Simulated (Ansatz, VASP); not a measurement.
# As: VASP beside Ansatz

INCAR

```
SYSTEM = As
ALGO     = Normal         ! electronic algorithm
EDIFF    = 1E-6           ! SCF threshold, eV
EDIFFG   = -0.005         ! ionic threshold
ENCUT    = 600            ! plane-wave cutoff, eV
GGA      = PS             ! functional
IBRION   = 2              ! ionic algorithm
ISIF     = 3              ! what is computed and relaxed
ISMEAR   = 0              ! smearing method
LASPH    = .TRUE.         ! aspherical terms in the spheres
LCHARG   = .FALSE.        ! write CHGCAR
LREAL    = .FALSE.        ! projectors in reciprocal space
LWAVE    = .FALSE.        ! write WAVECAR
NELM     = 100            ! most SCF steps
NSW      = 70             ! ionic steps
PREC     = Accurate       ! precision mode
SIGMA    = 0.1            ! smearing width, eV
```

Contents of KPOINTS:

```
k-points
0
G
  15 15 15
  0 0 0
```

POSCAR

```
As
1.0
    1.8914380026      1.0920222400      3.3713915093
   -1.8914380026      1.0920222400      3.3713915093
    0.0000000000     -2.1840444800      3.3713915093
As
2
Direct
    0.7697136435      0.7697136435      0.7697136435
    0.2302863565      0.2302863565      0.2302863565
```

Input for Ansatz:

```yaml
crystal:
  lattice:
    - [1.8914380026, 1.09202224, 3.3713915093]
    - [-1.8914380026, 1.09202224, 3.3713915093]
    - [0.0, -2.18404448, 3.3713915093]
  atoms:
    - { symbol: As, position: [0.7697136435, 0.7697136435, 0.7697136435] }
    - { symbol: As, position: [0.2302863565, 0.2302863565, 0.2302863565] }
basis:
  ecutwfc: 420
kpoints:
  mp_grid: { grid: [15, 15, 15] }
hamiltonian:
  xc: pbesol
scf:
  occupations: { method: gaussian, width: 0.1 }
output:
  forces: true
  stress: true
  eigenvalues: true
relax:
  adjacent_minimum: "off"
  f_tol: 0.005
  max_steps: 50
  cell: { stress_tol: 0.05 }
```

Alike in both runs: task relaxation of cell and atoms; functional PBEsol; k mesh 15 × 15 × 15; occupations gaussian, width 0.1 eV; no spin polarisation.

|  | VASP | Ansatz |
| --- | --- | --- |
| version | VASP 6.6.1 | Ansatz 0.2.0 |
| potentials or method | VASP PAW PBE potentials, release 64 (As), cutoff 600 eV | scalar-relativistic, plane waves, PAW |
| valence electrons in the cell | 10 | 30 |

```csv
,VASP,Ansatz,Ansatz less VASP
"gap on the k mesh at the Fermi level, each at its own relaxed structure (eV)",none,none,-
relaxed volume (Å³/atom),20.90,20.85,-0.051
relaxed length of the cell vector where the two differ most in proportion (Å),4.012,4.013,+0.0010
```

VASP's potentials were made for PBE, not for PBEsol. A gap of «none» marks a metal or a gap that the smearing closes. VASP's potentials hold 10 valence electrons a cell and Ansatz's 30, so a difference there can come from the potentials and not from the codes.
